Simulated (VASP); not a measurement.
Wanted: the native input for a VASP 6.6.1 run.

```
Task                   : single point
Functional             : PBE
Potentials or basis    : VASP PAW PBE potentials, release 64 (B, N)
Cutoff                 : 520 eV
k mesh                 : 6 × 6 × 4
Occupations            : gaussian, width 0.01 eV
Spin                   : no spin polarisation
Dipole correction      : no
Further INCAR settings : ALGO = Normal; EDIFF = 1e-07; NBANDS = 16
```

The structure of BN lies in POSCAR:

```
BN
1.0
    2.4421919996      0.0000000000      0.0000000000
   -1.2210959998      2.1150003125      0.0000000000
    0.0000000000      0.0000000000      4.0395027278
B N
2 2
Direct
    0.3333333333      0.6666666667      0.0006174658
    0.6666666667      0.3333333333      0.5006174658
    0.3333333333      0.6666666667      0.3743825342
    0.6666666667      0.3333333333      0.8743825342
```

This cell differs from its parent crystal: strain -4.0%.

The input as run:

INCAR

```
PREC = Accurate
ENCUT = 520
EDIFF = 1E-7
ISMEAR = 0
SIGMA = 0.01
LREAL = F
LASPH = T
NELM = 60
ALGO = Normal
ISIF = 2
LWAVE = F
LCHARG = T
GGA = PE
LELF = T
LVHAR = T
NBANDS = 16
```

KPOINTS

```
Automatic mesh
0
Gamma
  6 6 4
```

Potentials or basis: VASP PAW PBE potentials, release 64 (B, N).

Command:

```bash
$ cat potpaw_PBE.64/B/POTCAR potpaw_PBE.64/N/POTCAR > POTCAR
$ mpirun -np 1 vasp_std > vasp.out
```

Results of the run:

| Quantity | Value |
| --- | --- |
| Pressure | 64.8 GPa |
| Band gap on the k mesh | 4.90 eV, indirect (least direct gap 8.85 eV) |

Caveat: the k points lie up to 0.50 Å⁻¹ apart; the cell differs from its parent crystal (strain -4.0%).

Wall time 13 s on 1 thread of Intel Xeon 8259CL, on a shared host, peak memory 0.12 GiB.
